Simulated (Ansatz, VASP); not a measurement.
**Cu in VASP and in Ansatz**

```
Cu
1.0
     2.56651    0.00000    0.00000
    -1.28326    2.22267    0.00000
     0.00000    0.00000   20.19110
Cu
3
Cartesian
  0.0000 0.7409 8.0248
  0.0000 2.2227 10.0955
  1.2833 1.4818 12.1663
```

Alike in both runs: task single point; functional PBE; k mesh 15 × 15 × 1; occupations fermi-dirac, width 0.1 eV; no spin polarisation.

```csv
,VASP,Ansatz
version,VASP 6.6.1,Ansatz 0.2.0
potentials or method,"VASP PAW PBE potentials, release 64 (Cu)","PAW with Ansatz's default frozen-core files, scalar-relativistic"
plane-wave cutoff (eV),520,420
valence electrons in the cell,33,57
```

VASP gave:

| Property | Result |
| --- | --- |
| rms of the force components (eV/Å) | 0.010 |

**Question.** Which values does Ansatz return?

**Answer.** rms of the force components (eV/Å): 0.001.

Atom by atom the forces differ by 0.009 eV/Å (rms over components). VASP's potentials hold 33 valence electrons a cell and Ansatz's 57, so a difference there can come from the potentials and not from the codes.
